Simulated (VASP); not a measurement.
# Al3GaN4 (Pm) in VASP: further runs

Runs on Al3GaN4. Level: r2SCAN. Tasks: single point.

All numbers are computed with VASP 6.6.1; they aren't measurements. Logs are shortened: lines on timing, memory, paths and dates and some standing lists are left out, and cuts for length are marked.

### 1 The cell of the first run

Symmetry: Pm, No. 6, monoclinic system. Conventional cell: a = 4.807 Å, b = 3.002 Å, c = 5.195 Å, α = 90.00°, β = 90.05°, γ = 90.00°. Within 2.4 Å of Al (site symmetry m) lie 4 N at 1.80 to 1.82 Å. Al (site symmetry m) has 4 N at 1.81 to 1.82 Å within 2.4 Å. Within 2.4 Å of Al (site symmetry m) lie 4 N at 1.81 to 1.82 Å. Ga (site symmetry m) has 4 N at 1.85 to 1.88 Å within 2.5 Å. N (site symmetry m) has 3 Al at 1.81 Å and 1 Ga at 1.88 Å within 2.4 Å. N (site symmetry m) has 4 Al at 1.82 Å within 2.4 Å. Within 2.4 Å of N (site symmetry m) lie 2 Al at 1.80 to 1.81 Å and 2 Ga at 1.85 Å. N (site symmetry m) has 3 Al at 1.81 to 1.82 Å and 1 Ga at 1.86 Å within 2.4 Å.

### 2 Single point, r2SCAN (9.37 Å³/atom)

Contents of POSCAR:

```
Al3GaN4
1.0
    4.8071979331      0.0000000000     -0.0007525976
    0.0000000000      3.0015881705      0.0000000000
   -0.0040110410      0.0000000000      5.1948927795
Al Ga N
3 1 4
Direct
    0.5012062642      0.5000000000      0.1675904389
    0.0020038913      0.5000000000      0.8353259092
    0.0021316968      0.0000000000      0.3312439435
    0.4997226858      0.0000000000      0.6657490676
    0.1088601256      0.0000000000      0.6662081982
    0.1221695253      0.5000000000      0.1674701738
    0.6246241150      0.5000000000      0.8408461053
    0.6228806962      0.0000000000      0.3255671636
```

Contents of INCAR.step1:

```
PREC = Accurate ; ENCUT = 520
ISMEAR = 0 ; SIGMA = 0.02
LREAL = False ; LASPH = True
NELM = 60 ; NBANDS = 31
GGA = PE ; ALGO = Normal
EDIFF = 1E-4 ; LWAVE = True
LCHARG = False
```

Contents of INCAR.step2:

```
PREC = Accurate ; ENCUT = 520
EDIFF = 1E-6 ; ISMEAR = 0
SIGMA = 0.02 ; LREAL = False
LASPH = True ; NELM = 60
ALGO = Normal ; ISIF = 2
LWAVE = False ; LCHARG = False
METAGGA = R2SCAN ; LMIXTAU = True
NBANDS = 31 ; ISTART = 1
```

Contents of KPOINTS:

```
Automatic mesh
0
Gamma
  6 8 4
```

Potentials or basis: VASP PAW PBE potentials, release 64 (Al, Ga_d, N).

Started as:

```console
cat potpaw_PBE.64/Al/POTCAR potpaw_PBE.64/Ga_d/POTCAR potpaw_PBE.64/N/POTCAR > POTCAR
cp INCAR.step1 INCAR
mpirun -np 1 vasp_std > vasp.out
cp INCAR.step2 INCAR
mpirun -np 1 vasp_std > vasp.out
```

OUTCAR:

```text
PREC = Accurate
   ENCUT = 520
   EDIFF = 1E-6
   ISMEAR = 0
   LREAL = False
   LASPH = True
   NELM = 60
   ISIF = 2
   METAGGA = R2SCAN
   ISTART = 1

 ion  position               nearest neighbor table
   1  0.501  0.500  0.168-   7 1.80   8 1.81   8 1.81   6 1.82   2 2.95   3 2.96   3 2.96   3 2.96
                             3 2.96   2 2.96   4 2.99   4 2.99   4 3.01   4 3.01
   2  0.002  0.500  0.835-   5 1.81   5 1.81   7 1.81   6 1.82   1 2.95   4 2.96   4 2.96   1 2.96
                             4 2.98   4 2.98   3 2.98   3 2.98   3 3.02   3 3.02
   3  0.002  0.000  0.331-   5 1.81   6 1.82   6 1.82   8 1.82   4 2.96   1 2.96   1 2.96   1 2.96
                             1 2.96   4 2.98   2 2.98   2 2.98   2 3.02   2 3.02
   4  0.500  0.000  0.666-   7 1.85   7 1.85   8 1.86   5 1.88   3 2.96   2 2.96   2 2.96   2 2.98
                             2 2.98   3 2.98   1 2.99   1 2.99   1 3.01   1 3.01
   5  0.109  0.000  0.666-   2 1.81   2 1.81   3 1.81   4 1.88
   6  0.122  0.500  0.167-   2 1.82   3 1.82   3 1.82   1 1.82
   7  0.625  0.500  0.841-   1 1.80   2 1.81   4 1.85   4 1.85
   8  0.623  0.000  0.326-   1 1.81   1 1.81   3 1.82   4 1.86

  LATTYP: Found a simple monoclinic cell.
 ALAT       =     4.8071979920
 B/A-ratio  =     0.6243945383
 C/A-ratio  =     1.0806491300
 COS(beta)  =    -0.0009286685

  Lattice vectors:

 A1 = (   4.8071979331,   0.0000000000,  -0.0007525976)
 A2 = (   0.0000000000,   3.0015881705,   0.0000000000)
 A3 = (  -0.0040110410,   0.0000000000,   5.1948927795)

Analysis of symmetry for initial positions (statically):
=====================================================================
 Subroutine PRICEL returns:
 Original cell was already a primitive cell.

 Routine SETGRP: Setting up the symmetry group for a
 simple monoclinic supercell.

 Subroutine GETGRP returns: Found  2 space group operations
 (whereof  2 operations were pure point group operations)
 out of a pool of  4 trial point group operations.

The static configuration has the point symmetry C_1h.

Analysis of symmetry for dynamics (positions and initial velocities):
=====================================================================
 Subroutine PRICEL returns:
 Original cell was already a primitive cell.

 Routine SETGRP: Setting up the symmetry group for a
 simple monoclinic supercell.

 Subroutine GETGRP returns: Found  2 space group operations
 (whereof  2 operations were pure point group operations)
 out of a pool of  4 trial point group operations.

The dynamic configuration has the point symmetry C_1h.

 Subroutine INISYM returns: Found  2 space group operations
[... 111 lines left out ...]
   EDIFFG = 0.1E-04   stopping-criterion for IOM
   NSW    =      0    number of steps for IOM
   IBRION =     -1    ionic relax: 0-MD 1-quasi-New 2-CG
   NFREE  =      0    steps in history (QN), initial steepest desc. (CG)
   ISIF   =      2    stress and relaxation
   ISYM   =      2    0-nonsym 1-usesym 2-fastsym
   POTIM  = 0.5000    time-step for ionic-motion
   TEBEG  =    0.0;   TEEND  =   0.0 temperature during run
   PSTRESS=    0.0 pullay stress
   NELECT =      42.0000    total number of electrons
   NUPDOWN=      -1.0000    fix difference up-down
   EMIN   =  10.00;   EMAX   =-10.00  energy-range for DOS
   EFERMI =   0.00;   METHOD = LEGACY
   ISMEAR =     0;   SIGMA  =   0.02  broadening in eV -4-tet -1-fermi 0-gaus
   EFERMI_NEDOS =   21; number of points for ismear=-14 and -15
   IALGO  =     38    algorithm
   IMIX   =      4    mixing-type and parameters
     AMIX     =   0.40;   BMIX     =  1.00
     AMIX_MAG =   1.60;   BMIX_MAG =  1.00
  volume/ion in A,a.u.               =       9.37        63.23
  Fermi-wavevector in a.u.,A,eV,Ry     =   1.349640  2.550450 24.783407  1.821529
  Thomas-Fermi vector in A             =   2.477211
   LORBIT       =      0    0 simple, 1 ext, 2 COOP (PROOUT), +10 PAW based schemes
   METAGGA = R2SCAN    functional components
   LHFCALC =     F    Hartree Fock is set to
   AEXX    =    0.0000 exact exchange contribution
   IVDW    =     0    specifies the selected vdW correction
   LEPSILON=     F    determine dielectric tensor
   LRPA    =     F    only Hartree local field effects (RPA)
 non-spin polarized calculation
 Gauss-broadening in eV      SIGMA  =   0.02
  energy-cutoff  :      520.00
  volume of cell :       74.96
 maximum number of plane-waves:      2036
   NGX = 17   NGY = 11   NGZ = 19

 number of electron      42.0000004 magnetization

 Free energy of the ion-electron system (eV)
  ---------------------------------------------------
  ext. energy  EPLUGINS =         0.00000000
  ---------------------------------------------------
  free energy    TOTEN  =       -78.56152961 eV

  energy without entropy =      -78.56152961  energy(sigma->0) =      -78.56152961

 E-fermi :   7.1083     XC(G=0): -12.3932

 val. band max:        7.0254485561   @ k =   0.0000   0.0000   0.0000
 cond. band min:      12.2731053411   @ k =   0.0000   0.0000   0.0000
 fundamental gap:      5.2476567850
 Fermi energy:         7.1082634644

 k-point     1 :       0.0000    0.0000    0.0000
  band No.  band energies     occupation
      1     -10.0799      2.00000
      2      -8.2012      2.00000
      3      -8.1278      2.00000
      4      -7.2551      2.00000
      5      -6.1351      2.00000
      6      -5.9949      2.00000
[... 805 lines left out ...]
     30      19.8348      0.00000
     31      20.1184      0.00000

 [... further k-points ...]
[... 5 lines left out ...]
  --------------------------------------------------------------------------------------
  -------------------------------------------------------------------------------------
  Total       16.0581514     16.0738515     16.0775246      0.0000000      0.0000000      0.0004588
  in kB      343.2309846    343.5665614    343.6450719      0.0000000      0.0000000      0.0098055
  external PRESSURE =     343.4808726 kB  Pullay stress =       0.0000000 kB

 VOLUME and BASIS-vectors are now :
 -----------------------------------------------------------------------------
  energy-cutoff  :      520.00
  volume of cell :       74.96
      direct lattice vectors                 reciprocal lattice vectors
     4.807197933  0.000000000 -0.000752598     0.208021416  0.000000000  0.000160616
     0.000000000  3.001588170  0.000000000     0.000000000  0.333156963  0.000000000
    -0.004011041  0.000000000  5.194892779     0.000030137  0.000000000  0.192496778

 POSITION                                       TOTAL-FORCE (eV/Angst)
 -----------------------------------------------------------------------------------
      2.40873      1.50079      0.87024         0.001145      0.000000      0.000886
      0.00628      1.50079      4.33943        -0.004420      0.000000      0.002181
      0.00892      0.00000      1.72078        -0.001913      0.000000     -0.001454
      2.39960      0.00000      3.45812         0.012382      0.000000     -0.004548
      0.52064      0.00000      3.46080        -0.081378      0.000000      0.000260
      0.58662      1.50079      0.86990        -0.000771      0.000000      0.001034
      2.99932      1.50079      4.36764         0.051014      0.000000      0.081295
      2.99300      0.00000      1.69082         0.023942      0.000000     -0.079653
 -----------------------------------------------------------------------------------
    total drift:                                0.051927     -0.000000     -0.003330

  FREE ENERGIE OF THE ION-ELECTRON SYSTEM (eV)
  ---------------------------------------------------
  free  energy   TOTEN  =       -78.5615296054 eV

  energy  without entropy=      -78.5615296054  energy(sigma->0) =      -78.56152961
```

Wall time 17 min (1 thread of Intel Xeon 8259CL, shared host); peak memory 0.29 GiB.

Results:

```
Free energy            : -78.5615 eV
Pressure               : 34.3 GPa
Largest force          : 0.096 eV/Å
Band gap on the k mesh : 5.25 eV
```

Forces on the atoms (eV/Å):
```
Al   0.001  0.000  0.001
Al  -0.004  0.000  0.002
Al  -0.002  0.000 -0.001
Ga   0.012  0.000 -0.005
N   -0.081  0.000  0.000
N   -0.001  0.000  0.001
N    0.051  0.000  0.081
N    0.024  0.000 -0.080
```

Levels at points of the mesh, in eV from the valence-band top:
| k point | band 18 | band 19 | band 20 | band 21 | band 22 | band 23 | band 24 | band 25 |
| --- | --- | --- | --- | --- | --- | --- | --- | --- |
| (0.00, 0.00, 0.00) | -0.91 | -0.15 | -0.01 | 0.00 | 5.25 | 6.60 | 7.03 | 7.83 |
| (0.50, 0.00, 0.00) | -0.88 | -0.87 | -0.36 | -0.28 | 6.06 | 6.39 | 7.40 | 7.93 |
| (0.00, 0.50, 0.00) | -2.21 | -2.08 | -1.77 | -1.67 | 6.53 | 6.54 | 8.97 | 9.29 |
| (0.50, 0.50, 0.00) | -1.34 | -1.33 | -1.28 | -0.91 | 7.43 | 7.75 | 7.77 | 7.83 |
| (0.00, 0.00, 0.50) | -0.73 | -0.68 | -0.43 | -0.20 | 7.17 | 7.40 | 8.50 | 8.92 |
| (0.50, 0.00, 0.50) | -1.48 | -1.42 | -1.36 | -0.78 | 7.29 | 7.46 | 7.70 | 7.89 |
| (0.00, 0.50, 0.50) | -2.21 | -2.11 | -0.93 | -0.72 | 6.33 | 6.62 | 6.91 | 7.04 |
| (0.50, 0.50, 0.50) | -1.77 | -1.61 | -1.60 | -1.26 | 5.89 | 6.26 | 6.29 | 6.38 |

Caveat: the cell stands under pressure; the PAW data sets were made with another functional, which shifts forces and pressure a little. A k mesh can miss the band edges.

(Continued in part 2 of 2.)
